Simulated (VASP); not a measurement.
Write the native input for VASP 6.6.1 that does the following.

```
Task                   : single point
Functional             : PBE
Dispersion             : D3(BJ)
Potentials or basis    : VASP PAW PBE potentials, release 64 (Al)
Cutoff                 : 520 eV
k mesh                 : 18 × 18 × 4
Occupations            : gaussian, width 0.15 eV
Spin                   : no spin polarisation
Dipole correction      : no
Further INCAR settings : ALGO = Normal; EDIFF = 1e-06; NBANDS = 14
```

The structure of Al lies in POSCAR:

```
Al
1.0
    2.9326000000      0.0000000000      0.0000000000
   -1.4663000000      2.5397060991      0.0000000000
    0.0000000000      0.0000000000     11.2371000000
Al
4
Direct
    0.0000000000      0.0000000000      0.0000000000
    0.3333333333      0.6666666667      0.2500000000
    0.0000000000      0.0000000000      0.5000000000
    0.6666666667      0.3333333333      0.7500000000
```

This isn't the form of Al at room conditions, which is fcc.

One way to write it, as run:

INCAR

```
PREC = Accurate
ENCUT = 520
EDIFF = 1E-6
ISMEAR = 0
SIGMA = 0.15
LREAL = F
LASPH = T
NELM = 60
ALGO = Normal
ISIF = 2
LWAVE = F
LCHARG = F
GGA = PE
IVDW = 12
NBANDS = 14
```

KPOINTS

```
regular mesh
0
Gamma
  18 18 4
```

Potentials or basis: VASP PAW PBE potentials, release 64 (Al).

Command:

```sh
$ cat potpaw_PBE.64/Al/POTCAR > POTCAR
$ mpirun -np 1 vasp_std > vasp.out
```

It gave:

```yaml
Pressure: -11.2 GPa
Band_gap_on_the_k_mesh: zero (bands 6 and 7 overlap by 3.62 eV)
Dispersion_energy_per_atom: -0.264 eV
```

Caveat: the cell stands under tension.

Wall time 58 s on 1 thread of Intel(R) Xeon(R) Platinum 8488C (Sapphire Rapids), with other jobs on the host, peak memory 0.26 GiB.
